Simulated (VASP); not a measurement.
# Cu (I4/mmm) in VASP: single point with LDA

Aim: the single point of Cu with LDA.

Program: VASP 6.6.1. These are calculated values, not measurements. Logs are shortened: lines on timing, memory, paths and dates and some standing lists are left out, and cuts for length are marked.

### Step 1. The cell of the first run

Symmetry: I4/mmm, No. 139, tetragonal system. Conventional cell: a = 2.886 Å, b = 2.886 Å, c = 2.752 Å, α = 90.00°, β = 90.00°, γ = 90.00°. Within 3.2 Å of Cu (site symmetry 4/mmm) lie 14 Cu at 2.46 to 2.89 Å.

### Step 2. Single point, LDA

Input file INCAR:

```
SYSTEM = Cu
ALGO     = Normal         ! electronic algorithm
EDIFF    = 1E-6           ! SCF threshold, eV
ENCUT    = 520            ! plane-wave cutoff, eV
GGA      = CA             ! functional
ISIF     = 2              ! what is computed and relaxed
ISMEAR   = -1             ! smearing method
LASPH    = .True.         ! aspherical terms in the spheres
LCHARG   = .False.        ! write CHGCAR
LREAL    = .False.        ! projectors in reciprocal space
LWAVE    = .False.        ! write WAVECAR
NBANDS   = 12             ! bands
NELM     = 60             ! most SCF steps
PREC     = Accurate       ! precision mode
SIGMA    = 0.1            ! smearing width, eV
```

Input file KPOINTS:

```
k-points
0
Gamma
  11 11 11
  0 0 0
```

Input file POSCAR:

```
Cu
1.0
    2.4610780000      0.0000000000      0.0000000000
   -0.9222399113      2.2817489932      0.0000000000
   -0.7694191290     -1.1408746222      2.0404176588
Cu
1
Direct
    0.0000000000      0.0000000000      0.0000000000
```

Potentials or basis: VASP PAW LDA potentials, release 64 (Cu).

On the command line:

```bash
> cat potpaw_LDA.64/Cu/POTCAR > POTCAR
> mpirun -np 1 vasp_std > vasp.out
```

OUTCAR:

```text
SYSTEM = Cu
   EDIFF = 1E-6
   ENCUT = 520
   GGA = CA
   ISIF = 2
   ISMEAR = -1
   LASPH = .True.
   LREAL = .False.
   NELM = 60
   PREC = Accurate

 ion  position               nearest neighbor table
   1  0.000  0.000  0.000-

  LATTYP: Found a body centered tetragonal cell.
 ALAT       =     2.8855863982
 C/A-ratio  =     0.9537621168

  Lattice vectors:

 A1 = (   2.4610780000,   0.0000000000,   0.0000000000)
 A2 = (  -0.9222399113,   2.2817489932,   0.0000000000)
 A3 = (  -0.7694191290,  -1.1408746222,   2.0404176588)

Analysis of symmetry for initial positions (statically):
=====================================================================
 Subroutine PRICEL returns:
 Original cell was already a primitive cell.

 Routine SETGRP: Setting up the symmetry group for a
 body centered tetragonal supercell.

 Subroutine GETGRP returns: Found 16 space group operations
 (whereof 16 operations were pure point group operations)
 out of a pool of 16 trial point group operations.

The static configuration has the point symmetry D_4h.

Analysis of symmetry for dynamics (positions and initial velocities):
=====================================================================
 Subroutine PRICEL returns:
 Original cell was already a primitive cell.

 Routine SETGRP: Setting up the symmetry group for a
 body centered tetragonal supercell.

 Subroutine GETGRP returns: Found 16 space group operations
 (whereof 16 operations were pure point group operations)
 out of a pool of 16 trial point group operations.

The dynamic configuration has the point symmetry D_4h.

 Subroutine INISYM returns: Found 16 space group operations
 (whereof 16 operations are pure point group operations),
 and found     1 'primitive' translations

----------------------------------------------------------------------------------------

                                     Primitive cell

  volume of cell :      11.4581

  direct lattice vectors                    reciprocal lattice vectors
     2.461078000  0.000000000  0.000000000     0.406326008  0.164229310  0.245047896
    -0.922239911  2.281748993  0.000000000     0.000000000  0.438260301  0.245047896
    -0.769419129 -1.140874622  2.040417659     0.000000000  0.000000000  0.490095739

  length of vectors
     2.461078000  2.461078000  2.461078000     0.502116085  0.502116085  0.490095739

  position of ions in fractional coordinates (direct lattice)
     0.000000000  0.000000000  0.000000000

  ion indices of the primitive-cell ions
   primitive index   ion index
                 1           1

----------------------------------------------------------------------------------------

 KPOINTS: k-points

Automatic generation of k-mesh.
 Grid dimensions read from file:
 generate k-points for:   11   11   11

 Generating k-lattice:

  Cartesian coordinates                     Fractional coordinates (reciprocal lattice)
     0.036938728  0.014929937  0.022277081     0.090909091  0.000000000 -0.000000000
     0.000000000  0.039841846  0.022277081     0.000000000  0.090909091  0.000000000
     0.000000000  0.000000000  0.044554158     0.000000000  0.000000000  0.090909091

  Length of vectors
     0.045646917  0.045646917  0.044554158

  Shift w.r.t. Gamma in fractional coordinates (k-lattice)
     0.000000000  0.000000000  0.000000000

 Subroutine IBZKPT returns following result:
 ===========================================

 Found    126 irreducible k-points:

 Following reciprocal coordinates:
            Coordinates               Weight
  0.000000  0.000000  0.000000      1.000000
  0.090909  0.000000 -0.000000      8.000000
  0.181818 -0.000000 -0.000000      8.000000
  0.272727  0.000000  0.000000      8.000000
  0.363636  0.000000 -0.000000      8.000000
  0.454545 -0.000000 -0.000000      8.000000
[... 16 lines left out ...]
 -0.272727  0.181818 -0.000000     16.000000
 -0.181818  0.181818  0.000000      4.000000
 [... further k-points ...]
   k-points           NKPTS =    126   k-points in BZ     NKDIM =    126   number of bands    NBANDS=     12
   number of dos      NEDOS =    301   number of ions     NIONS =      1
   total plane-waves  NPLWV =   5832
   dimension x,y,z NGX =    18 NGY =   18 NGZ =   18
   dimension x,y,z NGXF=    36 NGYF=   36 NGZF=   36
   ions per type =               1
   NGX,Y,Z   is equivalent  to a cutoff of  12.16, 12.16, 12.16 a.u.
   NGXF,Y,Z  is equivalent  to a cutoff of  24.32, 24.32, 24.32 a.u.
 SYSTEM =  Cu
   PREC   = accura    normal or accurate (medium, high low for compatibility)
   ISTART =      0    job   : 0-new  1-cont  2-samecut
   ICHARG =      2    charge: 1-file 2-atom 10-const
   ISPIN  =      1    spin polarized calculation?
   LNONCOLLINEAR =      F non collinear calculations
   LSORBIT =      F    spin-orbit coupling
   LASPH  =      T    aspherical Exc in radial PAW
   ENCUT  =  520.0 eV  38.22 Ry    6.18 a.u.   4.58  4.58  4.58*2*pi/ulx,y,z
   NELM   =     60;   NELMIN=  2; NELMDL= -5     # of ELM steps
   EDIFF  = 0.1E-05   stopping-criterion for ELM
   LREAL  =      F    real-space projection
   EDIFFG = 0.1E-04   stopping-criterion for IOM
   NSW    =      0    number of steps for IOM
   IBRION =     -1    ionic relax: 0-MD 1-quasi-New 2-CG
   NFREE  =      0    steps in history (QN), initial steepest desc. (CG)
   ISIF   =      2    stress and relaxation
   ISYM   =      2    0-nonsym 1-usesym 2-fastsym
   POTIM  = 0.5000    time-step for ionic-motion
   TEBEG  =    0.0;   TEEND  =   0.0 temperature during run
   PSTRESS=    0.0 pullay stress
   NELECT =      11.0000    total number of electrons
   NUPDOWN=      -1.0000    fix difference up-down
   EMIN   =  10.00;   EMAX   =-10.00  energy-range for DOS
   EFERMI =   0.00;   METHOD = LEGACY
   ISMEAR =    -1;   SIGMA  =   0.10  broadening in eV -4-tet -1-fermi 0-gaus
   EFERMI_NEDOS =   21; number of points for ismear=-14 and -15
   IALGO  =     38    algorithm
   IMIX   =      4    mixing-type and parameters
     AMIX     =   0.40;   BMIX     =  1.00
     AMIX_MAG =   1.60;   BMIX_MAG =  1.00
  volume/ion in A,a.u.               =      11.46        77.32
  Fermi-wavevector in a.u.,A,eV,Ry     =   1.614984  3.051878 35.486363  2.608174
  Thomas-Fermi vector in A             =   2.709805
   LORBIT       =      0    0 simple, 1 ext, 2 COOP (PROOUT), +10 PAW based schemes
   GGA     = CA    functional components
   LHFCALC =     F    Hartree Fock is set to
   AEXX    =    0.0000 exact exchange contribution
   IVDW    =     0    specifies the selected vdW correction
   LEPSILON=     F    determine dielectric tensor
   LRPA    =     F    only Hartree local field effects (RPA)
 non-spin polarized calculation
  energy-cutoff  :      520.00
  volume of cell :       11.46
 maximum number of plane-waves:       327
   NGX =  9   NGY =  9   NGZ =  9

 number of electron      10.9999998 magnetization

 Free energy of the ion-electron system (eV)
  ---------------------------------------------------
  ext. energy  EPLUGINS =         0.00000000
  ---------------------------------------------------
  free energy    TOTEN  =        -4.66916122 eV

  energy without entropy =       -4.66012382  energy(sigma->0) =       -4.66464252

 E-fermi :   7.6780     XC(G=0): -13.2804

 val. band max:        7.6404921983   @ k =  -0.2727   0.4545   0.0909
 cond. band min:       7.7796275159   @ k =  -0.0909  -0.4545   0.0909
 fundamental gap:      0.1391353176
 Fermi energy:         7.6779648320

 k-point     1 :       0.0000    0.0000    0.0000
  band No.  band energies     occupation
      1      -1.8509      2.00000
      2       4.3632      2.00000
      3       4.5597      2.00000
      4       4.5597      2.00000
      5       5.4483      2.00000
      6       5.6620      2.00000
      7      32.6562      0.00000
      8      32.6562      0.00000
      9      33.9126      0.00000
     10      36.4446      0.00000
     11      36.4446      0.00000
     12      36.7364      0.00000

 k-point     2 :       0.0909    0.0000   -0.0000
  band No.  band energies     occupation
      1      -1.5210      2.00000
      2       4.3610      2.00000
      3       4.5497      2.00000
      4       4.6249      2.00000
      5       5.4483      2.00000
      6       5.6180      2.00000
      7      30.4516      0.00000
      8      31.8585      0.00000
      9      31.9580      0.00000
     10      33.7993      0.00000
     11      34.6775      0.00000
     12      35.7189      0.00000

 k-point     3 :       0.1818   -0.0000   -0.0000
  band No.  band energies     occupation
      1      -0.5675      2.00000
      2       4.2158      2.00000
      3       4.4945      2.00000
      4       4.9552      2.00000
      5       5.4447      2.00000
      6       5.5717      2.00000
      7      25.5568      0.00000
      8      29.5513      0.00000
      9      30.2091      0.00000
     10      31.3349      0.00000
     11      33.3922      0.00000
     12      36.6018      0.00000
[... 286 lines left out ...]
 k-point    23 :      -0.2727    0.1818   -0.0000
  band No.  band energies     occupation
      1       0.2377      2.00000
      2       4.2528      2.00000
      3       4.2732      2.00000
      4       5.2565      2.00000
      5       5.3810      2.00000
      6       5.6545      2.00000
      7      22.2477      0.00000
      8      26.5363      0.00000
      9      29.4128      0.00000
     10      32.7971      0.00000
     11      35.0232      0.00000
     12      36.6097      0.00000

 k-point    24 :      -0.1818    0.1818    0.0000
  band No.  band energies     occupation
      1      -0.6283      2.00000
      2       4.3573      2.00000
      3       4.3638      2.00000
      4       5.0220      2.00000
      5       5.2886      2.00000
      6       5.6424      2.00000
      7      24.4419      0.00000
      8      30.5079      0.00000
      9      31.8005      0.00000
     10      32.1018      0.00000
     11      33.9255      0.00000
     12      35.1148      0.00000

 [... further k-points ...]

------------------------ aborting loop because EDIFF is reached ----------------------------------------

  FORCE on cell =-STRESS in cart. coord.  units (eV):
  Direction    XX          YY          ZZ          XY          YZ          ZX
  --------------------------------------------------------------------------------------
  -------------------------------------------------------------------------------------
  Total       -0.4872401     -0.4991531     -0.4773011     -0.0147372      0.0000000      0.0000000
  in kB      -68.1304578    -69.7962460    -66.7406944     -2.0606951      0.0000041      0.0000028
  external PRESSURE =     -68.2224661 kB  Pullay stress =       0.0000000 kB

 VOLUME and BASIS-vectors are now :
 -----------------------------------------------------------------------------
  energy-cutoff  :      520.00
  volume of cell :       11.46
      direct lattice vectors                 reciprocal lattice vectors
     2.461078000  0.000000000  0.000000000     0.406326008  0.164229310  0.245047896
    -0.922239911  2.281748993  0.000000000     0.000000000  0.438260301  0.245047896
    -0.769419129 -1.140874622  2.040417659     0.000000000  0.000000000  0.490095739

 POSITION                                       TOTAL-FORCE (eV/Angst)
 -----------------------------------------------------------------------------------
      0.00000      0.00000      0.00000         0.000000      0.000000      0.000000
 -----------------------------------------------------------------------------------
    total drift:                                0.000000      0.000000     -0.000000

  FREE ENERGIE OF THE ION-ELECTRON SYSTEM (eV)
  ---------------------------------------------------
  free  energy   TOTEN  =        -4.6691612221 eV

  energy  without entropy=       -4.6601238212  energy(sigma->0) =       -4.66464252
```

Run time: 10 s. Hardware: 1 thread of AMD EPYC 7R13 (Zen 3), shared host; peak memory 0.09 GiB.

What came out:

* Free energy: -4.6692 eV
* Pressure: -6.8 GPa

Stress tensor (GPa, compression positive):
```
-6.81 -0.21  0.00
-0.21 -6.98  0.00
 0.00  0.00 -6.67
```

Levels at points of the mesh, in eV from the Fermi level:
```
           k point  band 3  band 4  band 5  band 6  band 7  band 8  band 9  band 10
(0.00, 0.00, 0.00)   -3.12   -3.12   -2.23   -2.02   24.98   24.98   26.23    28.77
```
